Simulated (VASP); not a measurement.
Mg, 2 atoms in the cell. The structure is hexagonal, space group P6_3/mmc (No. 194). The conventional cell has a = 3.338 Å, b = 3.338 Å, c = 5.627 Å, α = 90.00°, β = 90.00°, γ = 120.00°. Mg (site symmetry -6m2) has 12 Mg at 3.34 to 3.41 Å within 4.4 Å.  This cell differs from its parent crystal: strain +0.040 along x and y, +0.080 along z.

```yaml
Program: VASP 6.6.1
Task: single point
Functional: PBE
Potentials_or_basis: VASP PAW PBE potentials, release 64 (Mg)
Cutoff: 520 eV
k_mesh: 18 × 18 × 10
Occupations: gaussian, width 0.15 eV
Spin: no spin polarisation
Dipole_correction: no
Further_INCAR_settings: ALGO = Fast; EDIFF = 1e-07; NBANDS = 9
```

Potentials or basis: VASP PAW PBE potentials, release 64 (Mg).

Run with:

```sh
$ cat potpaw_PBE.64/Mg/POTCAR > POTCAR
$ mpirun -np 1 vasp_std > vasp.out
```

Hardware: 1 thread of AMD EPYC 7R13 Processor (Zen 3), with other jobs on the host.

Question: How long does it take, and how much memory?

Answer: It took 86 s on 1 thread of AMD EPYC 7R13 Processor (Zen 3), with other jobs on the host, peak memory 0.22 GiB. Counts: scf iterations 12, k points 222.
